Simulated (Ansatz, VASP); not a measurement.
## Fe: VASP beside Ansatz

The input INCAR:

```
ALGO     = Normal         # electronic algorithm
EDIFF    = 1E-7           # SCF threshold, eV
ENCUT    = 520            # plane-wave cutoff, eV
GGA      = PE             # functional
ISIF     = 2              # what is computed and relaxed
ISMEAR   = -1             # smearing method
ISPIN    = 2              # spin polarisation
LASPH    = T              # aspherical terms in the spheres
LCHARG   = T              # write CHGCAR
LELF     = T              # ELF
LMAXMIX  = 4              # l up to which the mixer works
LORBIT   = 11             # projections on sites
LREAL    = F              # projectors in reciprocal space
LVHAR    = T            
LWAVE    = F              # write WAVECAR
MAGMOM   = 2.579 2.579    # initial moments
NBANDS   = 19             # bands
NELM     = 150            # most SCF steps
PREC     = Accurate       # precision mode
SIGMA    = 0.05           # smearing width, eV
```

The input KPOINTS:

```
k-points
0
Gamma
  16 16 8
```

POSCAR

```
Fe
1.0
    2.4486453473      0.0000000000      0.0000000000
   -1.2243226737      2.1205890756      0.0000000000
    0.0000000000      0.0000000000      4.2546282780
Fe
2
Direct
    0.3333333333      0.6666666667      0.2500000000
    0.6666666667      0.3333333333      0.7500000000
```

Input for Ansatz:

```yaml
crystal:
  lattice:
    - [2.4486453473, 0.0, 0.0]
    - [-1.2243226737, 2.1205890756, 0.0]
    - [0.0, 0.0, 4.254628278]
  atoms:
    - { symbol: Fe, position: [0.3333333333, 0.6666666667, 0.25], spin: 2.579 }
    - { symbol: Fe, position: [0.6666666667, 0.3333333333, 0.75], spin: 2.579 }
hamiltonian:
  xc: pbe
  pseudopotentials:
    kind: paw
    azcp:
      Fe: "pseudopotentials/Fe.paw.azcp"
basis:
  ecutwfc: 420
  fft_grid_basis: typed
kpoints:
  mp_grid: { grid: [16, 16, 8], shift: [0, 0, 0] }
magnetization:
  spin_polarized: true
scf:
  occupations: { method: fermi_dirac, width: 0.05 }
  lower_state_search: "off"
output:
  stress: true
```

Alike in both runs: task single point; functional PBE; k mesh 16 × 16 × 8; occupations fermi-dirac, width 0.05 eV; collinear spin.

```csv
,VASP,Ansatz
version,VASP 6.6.1,Ansatz 0.2.0
potentials or method,"VASP PAW PBE potentials, release 64 (Fe), cutoff 520 eV","plane waves (420 eV) with PAW, scalar-relativistic"
valence electrons in the cell,16,32
```

```tsv
	VASP	Ansatz	Ansatz less VASP
pressure (GPa)	1.4	0.2	-1.17
traceless stress, the component that is largest in VASP (GPa)	3.00	2.16	-0.839
net moment per atom (μB)	1.75	1.66	-0.088
size of the moment on the site where the two differ most (μB)	1.74	1.68	-0.053
```

Site moments also hang on the region over which each program counts them. VASP's potentials hold 16 valence electrons a cell and Ansatz's 32, so a difference there can come from the potentials and not from the codes.
